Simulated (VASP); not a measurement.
Crystal: ZrB.

```
Zr B
1.0
     0.00000    2.55298    2.55298
     2.55298    0.00000    2.55298
     2.55298    2.55298    0.00000
Zr B
1 1
Direct
  0.75000 0.75000 0.75000
  0.00000 0.00000 0.00000
```

* Program: VASP 6.6.1
* Task: relaxation of cell and atoms
* Functional: PBEsol
* Potentials or basis: VASP PAW PBE potentials, release 64 (Zr_sv, B)
* Cutoff: 600 eV
* k mesh: 6 × 6 × 6
* Occupations: gaussian, width 0.1 eV
* Spin: no spin polarisation

At the start: pressure 9.5 GPa; volume 16.64 Å³/atom.

How do energy, volume and symmetry change on relaxing?

Over 3 steps the energy falls by 38.4 meV/atom and the volume is 18.02 Å³/atom (+8.3 %); space group F-43m (No. 216, to 0.05 Å).

Step by step:
| step | energy change (eV) | largest force (eV/Å) | pressure (GPa) | volume (Å³) |
| --- | --- | --- | --- | --- |
| 1 | 0.0000 | 0.0000 | 9.50 | 33.28 |
| 2 | -0.0362 | 0.0000 | -5.57 | 38.26 |
| 3 | -0.0768 | 0.0000 | -0.04 | 36.05 |

Final structure:
```
CELL_PARAMETERS angstrom
0.00000 2.62189 2.62189
2.62189 0.00000 2.62189
2.62189 2.62189 0.00000
ATOMIC_POSITIONS crystal
Zr 0.75000 0.75000 0.75000
B 0.00000 0.00000 0.00000
```

Caveat: the PAW data sets were made with another functional, which shifts forces and pressure a little.
